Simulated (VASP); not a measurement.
# Ca2Br3 (P4/mbm) in VASP: further runs

Runs on Ca2Br3. Level: PBE. Tasks: single point.

All numbers are computed with VASP 6.6.1; they aren't measurements. Logs are shortened: lines on timing, memory, paths and dates and some standing lists are left out, and cuts for length are marked.

**1. The cell of the first run**

Symmetry: P4/mbm, No. 127, tetragonal system. Conventional cell: a = 8.031 Å, b = 8.031 Å, c = 4.433 Å, α = 90.00°, β = 90.00°, γ = 90.00°. Within 4.0 Å of Ca (site symmetry m2m) lie 8 Br at 3.01 to 3.36 Å and 1 Ca at 3.71 Å. Within 4.0 Å of Br (site symmetry 4/m) lie 4 Ca at 3.01 Å and 8 Br at 3.78 Å. Br (site symmetry m2m) has 6 Ca at 3.07 to 3.36 Å and 5 Br at 3.42 to 3.78 Å within 4.0 Å.

**2. Single point, PBE**

INCAR

```
PREC = Accurate
ENCUT = 520
EDIFF = 1E-6
ISMEAR = 0
SIGMA = 0.1
LREAL = F
LASPH = T
NELM = 60
ALGO = Normal
ISIF = 2
LWAVE = F
LCHARG = F
GGA = PE
NBANDS = 52
```

KPOINTS

```
regular mesh
0
Gamma
  2 2 4
```

POSCAR

```
Ca2Br3
1.0
    8.0313189666      0.0000000000      0.0000000000
    0.0000000000      8.0313189666      0.0000000000
    0.0000000000      0.0000000000      4.4330853540
Ca Br
4 6
Direct
    0.3368463727      0.8368463727      0.0000000000
    0.1631536273      0.3368463727      0.0000000000
    0.6631536273      0.1631536273      0.0000000000
    0.8368463727      0.6631536273      0.0000000000
    0.0000000000      0.0000000000      0.0000000000
    0.5000000000      0.5000000000      0.0000000000
    0.1503888843      0.6503888843      0.5000000000
    0.3496111157      0.1503888843      0.5000000000
    0.8496111157      0.3496111157      0.5000000000
    0.6503888843      0.8496111157      0.5000000000
```

Potentials or basis: VASP PAW PBE potentials, release 64 (Ca_sv, Br).

Started as:

```console
cat potpaw_PBE.64/Ca_sv/POTCAR potpaw_PBE.64/Br/POTCAR > POTCAR
mpirun -np 1 vasp_std > vasp.out
```

OUTCAR:

```text
PREC = Accurate
   ENCUT = 520
   EDIFF = 1E-6
   ISMEAR = 0
   LREAL = F
   LASPH = T
   NELM = 60
   ISIF = 2
   GGA = PE

 ion  position               nearest neighbor table
   1  0.337  0.837  0.000-
   2  0.163  0.337  0.000-
   3  0.663  0.163  0.000-
   4  0.837  0.663  0.000-
   5  0.000  0.000  0.000-
   6  0.500  0.500  0.000-
   7  0.150  0.650  0.500-
   8  0.350  0.150  0.500-
   9  0.850  0.350  0.500-
  10  0.650  0.850  0.500-

  LATTYP: Found a simple tetragonal cell.
 ALAT       =     8.0313189666
 C/A-ratio  =     0.5519747594

  Lattice vectors:

 A1 = (   8.0313189666,   0.0000000000,   0.0000000000)
 A2 = (   0.0000000000,   8.0313189666,   0.0000000000)
 A3 = (   0.0000000000,   0.0000000000,   4.4330853540)

Analysis of symmetry for initial positions (statically):
=====================================================================
 Subroutine PRICEL returns:
 Original cell was already a primitive cell.

 Routine SETGRP: Setting up the symmetry group for a
 simple tetragonal supercell.

 Subroutine GETGRP returns: Found 16 space group operations
 (whereof  8 operations were pure point group operations)
 out of a pool of 16 trial point group operations.

The static configuration has the point symmetry C_4h.
 The point group associated with its full space group is D_4h.

Analysis of symmetry for dynamics (positions and initial velocities):
=====================================================================
 Subroutine PRICEL returns:
 Original cell was already a primitive cell.

 Routine SETGRP: Setting up the symmetry group for a
 simple tetragonal supercell.

 Subroutine GETGRP returns: Found 16 space group operations
 (whereof  8 operations were pure point group operations)
 out of a pool of 16 trial point group operations.

The dynamic configuration has the point symmetry C_4h.
 The point group associated with its full space group is D_4h.

 Subroutine INISYM returns: Found 16 space group operations
 (whereof  8 operations are pure point group operations),
 and found     1 'primitive' translations

----------------------------------------------------------------------------------------

                                     Primitive cell

  volume of cell :     285.9432

  direct lattice vectors                    reciprocal lattice vectors
     8.031318967  0.000000000  0.000000000     0.124512549  0.000000000  0.000000000
     0.000000000  8.031318967  0.000000000     0.000000000  0.124512549  0.000000000
     0.000000000  0.000000000  4.433085354     0.000000000  0.000000000  0.225576527

  length of vectors
     8.031318967  8.031318967  4.433085354     0.124512549  0.124512549  0.225576527

  position of ions in fractional coordinates (direct lattice)
     0.336846373  0.836846373  0.000000000
     0.163153627  0.336846373  0.000000000
     0.663153627  0.163153627  0.000000000
     0.836846373  0.663153627  0.000000000
     0.000000000  0.000000000  0.000000000
     0.500000000  0.500000000  0.000000000
     0.150388884  0.650388884  0.500000000
     0.349611116  0.150388884  0.500000000
     0.849611116  0.349611116  0.500000000
     0.650388884  0.849611116  0.500000000

  ion indices of the primitive-cell ions
   primitive index   ion index
                 1           1
                 2           2
                 3           3
                 4           4
                 5           5
                 6           6
                 7           7
                 8           8
                 9           9
                10          10

----------------------------------------------------------------------------------------

 KPOINTS: regular mesh

Automatic generation of k-mesh.
 Grid dimensions read from file:
 generate k-points for:    2    2    4

 Generating k-lattice:

  Cartesian coordinates                     Fractional coordinates (reciprocal lattice)
     0.062256275  0.000000000  0.000000000     0.500000000  0.000000000  0.000000000
     0.000000000  0.062256275  0.000000000     0.000000000  0.500000000  0.000000000
     0.000000000  0.000000000  0.056394132     0.000000000  0.000000000  0.250000000

  Length of vectors
     0.062256275  0.062256275  0.056394132

  Shift w.r.t. Gamma in fractional coordinates (k-lattice)
     0.000000000  0.000000000  0.000000000

 Subroutine IBZKPT returns following result:
 ===========================================

 Found      9 irreducible k-points:

 Following reciprocal coordinates:
            Coordinates               Weight
  0.000000  0.000000  0.000000      1.000000
  0.500000  0.000000  0.000000      2.000000
  0.500000  0.500000  0.000000      1.000000
  0.000000  0.000000  0.250000      2.000000
  0.500000  0.000000  0.250000      4.000000
  0.500000  0.500000  0.250000      2.000000
  0.000000  0.000000  0.500000      1.000000
  0.500000  0.000000  0.500000      2.000000
  0.500000  0.500000  0.500000      1.000000
   k-points           NKPTS =      9   k-points in BZ     NKDIM =      9   number of bands    NBANDS=     52
   number of dos      NEDOS =    301   number of ions     NIONS =     10
   total plane-waves  NPLWV = 129600
   dimension x,y,z NGX =    60 NGY =   60 NGZ =   36
   dimension x,y,z NGXF=   120 NGYF=  120 NGZF=   72
   ions per type =               4   6
   NGX,Y,Z   is equivalent  to a cutoff of  12.42, 12.42, 13.50 a.u.
   NGXF,Y,Z  is equivalent  to a cutoff of  24.84, 24.84, 27.00 a.u.
 SYSTEM =  unknown system
   PREC   = accura    normal or accurate (medium, high low for compatibility)
   ISTART =      0    job   : 0-new  1-cont  2-samecut
   ICHARG =      2    charge: 1-file 2-atom 10-const
   ISPIN  =      1    spin polarized calculation?
   LNONCOLLINEAR =      F non collinear calculations
   LSORBIT =      F    spin-orbit coupling
   LASPH  =      T    aspherical Exc in radial PAW
   ENCUT  =  520.0 eV  38.22 Ry    6.18 a.u.  14.93 14.93  8.24*2*pi/ulx,y,z
   NELM   =     60;   NELMIN=  2; NELMDL= -5     # of ELM steps
   EDIFF  = 0.1E-05   stopping-criterion for ELM
   LREAL  =      F    real-space projection
[... 7 lines left out ...]
   TEBEG  =    0.0;   TEEND  =   0.0 temperature during run
   PSTRESS=    0.0 pullay stress
   NELECT =      82.0000    total number of electrons
   NUPDOWN=      -1.0000    fix difference up-down
   EMIN   =  10.00;   EMAX   =-10.00  energy-range for DOS
   EFERMI =   0.00;   METHOD = LEGACY
   ISMEAR =     0;   SIGMA  =   0.10  broadening in eV -4-tet -1-fermi 0-gaus
   EFERMI_NEDOS =   21; number of points for ismear=-14 and -15
   IALGO  =     38    algorithm
   IMIX   =      4    mixing-type and parameters
     AMIX     =   0.40;   BMIX     =  1.00
     AMIX_MAG =   1.60;   BMIX_MAG =  1.00
  volume/ion in A,a.u.               =      28.59       192.96
  Fermi-wavevector in a.u.,A,eV,Ry     =   1.079575  2.040101 15.857349  1.165482
  Thomas-Fermi vector in A             =   2.215544
   LORBIT       =      0    0 simple, 1 ext, 2 COOP (PROOUT), +10 PAW based schemes
   GGA     = PE    functional components
   LHFCALC =     F    Hartree Fock is set to
   AEXX    =    0.0000 exact exchange contribution
   IVDW    =     0    specifies the selected vdW correction
   LEPSILON=     F    determine dielectric tensor
   LRPA    =     F    only Hartree local field effects (RPA)
 non-spin polarized calculation
 Gauss-broadening in eV      SIGMA  =   0.10
  energy-cutoff  :      520.00
  volume of cell :      285.94
 maximum number of plane-waves:      7748
 NGX is ok and might be reduce to    60
   NGX = 29   NGY = 29   NGZ = 17

 number of electron      81.9999996 magnetization

 Free energy of the ion-electron system (eV)
  ---------------------------------------------------
  ext. energy  EPLUGINS =         0.00000000
  ---------------------------------------------------
  free energy    TOTEN  =       -33.68111066 eV

  energy without entropy =      -33.63966195  energy(sigma->0) =      -33.66038631

 E-fermi :   5.1427     XC(G=0):  -8.7395

 val. band max:        5.0560946701   @ k =   0.5000   0.5000   0.0000
 cond. band min:       5.1591898687   @ k =   0.5000   0.5000   0.2500
 fundamental gap:      0.1030951986
 Fermi energy:         5.1427436745

 k-point     1 :       0.0000    0.0000    0.0000
  band No.  band energies     occupation
      1     -38.1812      2.00000
      2     -38.1778      2.00000
      3     -38.1748      2.00000
      4     -38.1748      2.00000
      5     -19.2640      2.00000
      6     -19.2404      2.00000
[... 44 lines left out ...]
     51       6.5437      0.00000
     52       6.7351      0.00000

 k-point     2 :       0.5000    0.0000    0.0000
  band No.  band energies     occupation
      1     -38.1796      2.00000
      2     -38.1796      2.00000
      3     -38.1747      2.00000
      4     -38.1747      2.00000
      5     -19.2548      2.00000
      6     -19.2548      2.00000
[... 44 lines left out ...]
     51       6.6628      0.00000
     52       6.6976      0.00000

 k-point     3 :       0.5000    0.5000    0.0000
  band No.  band energies     occupation
      1     -38.1795      2.00000
      2     -38.1795      2.00000
      3     -38.1748      2.00000
      4     -38.1748      2.00000
      5     -19.2483      2.00000
      6     -19.2483      2.00000
[... 44 lines left out ...]
     51       6.6343      0.00000
     52       6.6520      0.00000
[... 221 lines left out ...]
 k-point     8 :       0.5000    0.0000    0.5000
  band No.  band energies     occupation
      1     -38.1787      2.00000
      2     -38.1787      2.00000
      3     -38.1738      2.00000
      4     -38.1738      2.00000
      5     -19.2502      2.00000
      6     -19.2502      2.00000
[... 44 lines left out ...]
     51       6.9191      0.00000
     52       6.9746      0.00000

 k-point     9 :       0.5000    0.5000    0.5000
  band No.  band energies     occupation
      1     -38.1786      2.00000
      2     -38.1786      2.00000
      3     -38.1740      2.00000
      4     -38.1740      2.00000
      5     -19.2451      2.00000
      6     -19.2451      2.00000
[... 44 lines left out ...]
     51       6.7590      0.00000
     52       6.7703      0.00000

------------------------ aborting loop because EDIFF is reached ----------------------------------------

  FORCE on cell =-STRESS in cart. coord.  units (eV):
  Direction    XX          YY          ZZ          XY          YZ          ZX
  --------------------------------------------------------------------------------------
  -------------------------------------------------------------------------------------
  Total        0.0641259      0.0641259      0.2377751      0.0000000      0.0000000      0.0000000
  in kB        0.3593060      0.3593060      1.3322851      0.0000000      0.0000000      0.0000000
  external PRESSURE =       0.6836324 kB  Pullay stress =       0.0000000 kB

 VOLUME and BASIS-vectors are now :
 -----------------------------------------------------------------------------
  energy-cutoff  :      520.00
  volume of cell :      285.94
      direct lattice vectors                 reciprocal lattice vectors
     8.031318967  0.000000000  0.000000000     0.124512549  0.000000000  0.000000000
     0.000000000  8.031318967  0.000000000     0.000000000  0.124512549  0.000000000
     0.000000000  0.000000000  4.433085354     0.000000000  0.000000000  0.225576527

 POSITION                                       TOTAL-FORCE (eV/Angst)
 -----------------------------------------------------------------------------------
      2.70532      6.72098      0.00000         0.007468      0.007468     -0.000000
      1.31034      2.70532      0.00000        -0.007468      0.007468     -0.000000
      5.32600      1.31034      0.00000        -0.007468     -0.007468      0.000000
      6.72098      5.32600      0.00000         0.007468     -0.007468      0.000000
      0.00000      0.00000      0.00000         0.000000     -0.000000      0.000000
      4.01566      4.01566      0.00000         0.000000     -0.000000      0.000000
      1.20782      5.22348      2.21654         0.014653      0.014653      0.000000
      2.80784      1.20782      2.21654        -0.014653      0.014653     -0.000000
      6.82350      2.80784      2.21654        -0.014653     -0.014653     -0.000000
      5.22348      6.82350      2.21654         0.014653     -0.014653      0.000000
 -----------------------------------------------------------------------------------
    total drift:                                0.000000      0.000000     -0.000000

  FREE ENERGIE OF THE ION-ELECTRON SYSTEM (eV)
  ---------------------------------------------------
  free  energy   TOTEN  =       -33.6811106642 eV

  energy  without entropy=      -33.6396619533  energy(sigma->0) =      -33.66038631
```

It took 62 s on 1 thread of Intel Xeon 6975P-C (Granite Rapids), shared host; peak memory 0.39 GiB.

Results:

* Free energy: -33.6811 eV
* Pressure: 0.1 GPa
* Largest force: 0.021 eV/Å
* Band gap on the k mesh: zero (band 41 reaches 5.63 eV, above the bottom of band 42 at 4.57 eV)

Forces on the atoms (eV/Å):
```
Ca   0.007  0.007  0.000
Ca  -0.007  0.007  0.000
Ca  -0.007 -0.007  0.000
Ca   0.007 -0.007  0.000
Br   0.000  0.000  0.000
Br   0.000  0.000  0.000
Br   0.015  0.015  0.000
Br  -0.015  0.015  0.000
Br  -0.015 -0.015  0.000
Br   0.015 -0.015  0.000
```

Caveat: the k points lie up to 0.39 Å⁻¹ apart.

**3. Single point, PBE**

This run uses another cell than the first one, of 31.13 Å³/atom, 1.089 times its volume.

INCAR

```
SYSTEM = Ca2Br3
PREC = Accurate
ENCUT = 520
EDIFF = 1E-6
ISMEAR = 0
SIGMA = 0.1
LREAL = .FALSE.
LASPH = .TRUE.
NELM = 80
ALGO = Normal
ISIF = 2
LWAVE = .FALSE.
LCHARG = .FALSE.
GGA = PE
NBANDS = 52
```

KPOINTS

```
Automatic mesh
0
G
  2 2 4
  0 0 0
```

POSCAR

```
Ca2Br3
1.0
    8.3851670025      0.0000000000      0.0000000000
    0.0000000000      8.3851670025      0.0000000000
    0.0000000000      0.0000000000      4.4273681773
Ca Br
4 6
Direct
    0.3827000000      0.8827000000      0.0000000000
    0.1173000000      0.3827000000      0.0000000000
    0.6173000000      0.1173000000      0.0000000000
    0.8827000000      0.6173000000      0.0000000000
    0.0000000000      0.0000000000      0.0000000000
    0.5000000000      0.5000000000      0.0000000000
    0.1768000000      0.6768000000      0.5000000000
    0.3232000000      0.1768000000      0.5000000000
    0.8232000000      0.3232000000      0.5000000000
    0.6768000000      0.8232000000      0.5000000000
```

Potentials or basis: VASP PAW PBE potentials, release 64 (Ca_sv, Br).

Started as:

```console
cat potpaw_PBE.64/Ca_sv/POTCAR potpaw_PBE.64/Br/POTCAR > POTCAR
mpirun -np 1 vasp_std > vasp.out
```

It took 84 s on 1 thread of Intel Xeon 6975P-C (Granite Rapids), shared host; peak memory 0.44 GiB.

It converged, with:

```yaml
Free_energy: -30.5837 eV
Pressure: -1.0 GPa
Largest_force: 3.139 eV/Å
Band_gap_on_the_k_mesh: zero (band 41 reaches 3.98 eV, above the bottom of band 42 at 3.56 eV)
```

Forces in eV/Å, atoms in the order of the input:
```
Ca  -2.219 -2.219  0.000
Ca   2.219 -2.219  0.000
Ca   2.219  2.219  0.000
Ca  -2.219  2.219  0.000
Br   0.000  0.000  0.000
Br   0.000  0.000  0.000
Br  -0.486 -0.486  0.000
Br   0.486 -0.486  0.000
Br   0.486  0.486  0.000
Br  -0.486  0.486  0.000
```

Stress tensor (GPa, compression positive):
```
-0.58  0.00  0.00
 0.00 -0.58  0.00
 0.00  0.00 -1.88
```

Levels at points of the mesh, in eV from the Fermi level:
```csv
k point,band 37,band 38,band 39,band 40,band 41,band 42,band 43,band 44,band 45,band 46
"(0.00, 0.00, 0.00)",-3.27,-3.27,-3.13,-2.84,-1.02,-0.06,0.25,0.50,0.54,0.54
"(0.50, 0.00, 0.00)",-3.54,-3.54,-2.96,-2.96,-0.25,-0.25,0.48,0.48,0.52,0.52
"(0.50, 0.50, 0.00)",-3.19,-3.19,-2.94,-2.94,-0.08,-0.08,0.21,0.21,0.88,0.88
"(0.00, 0.00, 0.50)",-3.68,-3.58,-3.58,-2.78,-0.47,0.37,0.58,1.24,1.24,1.42
"(0.50, 0.00, 0.50)",-3.79,-3.79,-3.15,-3.15,0.10,0.10,0.76,0.76,1.08,1.08
"(0.50, 0.50, 0.50)",-3.52,-3.52,-3.12,-3.12,0.16,0.16,0.62,0.62,0.82,0.82
```

Caveat: the k points lie up to 0.37 Å⁻¹ apart; forces of over 1 eV/Å act on the atoms, so gaps and moduli don't describe the material at rest.
